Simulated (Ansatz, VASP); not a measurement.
# Two plane-wave programs on BAs

```xyz
2
Lattice="0.0000 2.3555 2.3555 2.3555 0.0000 2.3555 2.3555 2.3555 0.0000" Properties=species:S:1:pos:R:3 pbc="T T T"
B     0.0000    0.0000    0.0000
As    1.1778    1.1778    1.1778
```

Alike in both runs: task single point; functional PBE; k mesh 8 × 8 × 8; no spin polarisation.

|  | VASP | Ansatz |
| --- | --- | --- |
| version | VASP 6.6.1 | Ansatz 0.2.0 |
| potentials or method | VASP PAW PBE potentials, release 64 (B, As_d) | plane waves, PAW |
| plane-wave cutoff (eV) | 600 | 420 |
| occupations | gaussian, width 0.01 eV | fixed |
| valence electrons in the cell | 18 | 18 |

```csv
,VASP,Ansatz,Ansatz less VASP
gap on the k mesh at the Fermi level (eV),1.16,1.16,-0.002
pressure (GPa),9.0,9.2,+0.27
```
